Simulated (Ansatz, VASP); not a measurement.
**One calculation of AsRu3, two programs**

```
As Ru
1.0
     3.87864    0.00000    0.00000
     0.00000    3.87864    0.00000
     0.00000    0.00000    3.87864
As Ru
1 3
Direct
  0.00000 0.00000 0.00000
  0.00000 0.50000 0.50000
  0.50000 0.00000 0.50000
  0.50000 0.50000 0.00000
```

Alike in both runs: task relaxation of cell and atoms; functional PBE; k mesh 4 × 4 × 4; occupations gaussian, width 0.1 eV; no spin polarisation.

```csv
,VASP,Ansatz
version,VASP 6.6.1,Ansatz 0.2.0
potentials or method,"VASP PAW PBE potentials, release 64 (As, Ru_pv), cutoff 600 eV","scalar-relativistic, plane waves, PAW"
valence electrons in the cell,47,63
```

|  | VASP | Ansatz | Ansatz less VASP |
| --- | --- | --- | --- |
| gap on the k mesh at the Fermi level, each at its own relaxed structure (eV) | none | none | - |
| relaxed volume (Å³/atom) | 14.22 | 14.23 | +0.012 |
| relaxed length of the cell vector where the two differ most in proportion (Å) | 3.846 | 3.847 | +0.0011 |

A gap of «none» marks a metal or a gap that the smearing closes. VASP's potentials hold 47 valence electrons a cell and Ansatz's 63, so a difference there can come from the potentials and not from the codes.

The k mesh is coarse, so the values compare programs but aren't converged.
